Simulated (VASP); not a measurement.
Input of a VASP 6.6.1 run:

Contents of INCAR:

```
ALGO = Normal ; EDIFF = 1E-7
ENCUT = 520 ; GGA = PE
ISIF = 2 ; ISMEAR = -1
LASPH = T ; LCHARG = T
LELF = T ; LREAL = F
LVHAR = T ; LWAVE = F
NBANDS = 33 ; NELM = 80
PREC = Accurate ; SIGMA = 0.02
```

KPOINTS

```
k-points
0
Gamma
  6 6 6
```

POSCAR

```
BaCaF4
1.0
    2.0960419768      1.2101503979      6.7396752941
   -2.0960419768      1.2101503979      6.7396752941
    0.0000000000     -2.4203008008      6.7396752932
Ba F Ca
1 4 1
Direct
    0.0000000000      0.0000000000      0.0000000000
    0.1329359154      0.1329359154      0.1329359154
    0.3842879973      0.3842879973      0.3842879973
    0.6157120027      0.6157120027      0.6157120027
    0.8670640846      0.8670640846      0.8670640846
    0.5000000000      0.5000000000      0.5000000000
```

Potentials or basis: VASP PAW PBE potentials, release 64 (Ba_sv, F, Ca_sv).

Run with:

```bash
$ cat potpaw_PBE.64/Ba_sv/POTCAR potpaw_PBE.64/F/POTCAR potpaw_PBE.64/Ca_sv/POTCAR > POTCAR
$ mpirun -np 1 vasp_std > vasp.out
```

Q: Estimate the largest force.

A: 0.058 eV/Å.

Q: Estimate the pressure.

A: 0.8 GPa.

Q: What does it give for the band gap on the k mesh?

A: 6.38 eV, indirect (least direct gap 6.59 eV).

Stress tensor (GPa, compression positive):
```
0.76 0.00 0.00
0.00 0.76 0.00
0.00 0.00 0.84
```

Caveat: spin-orbit coupling is left out, which moves the levels of the heavy elements. A k mesh can miss the band edges.
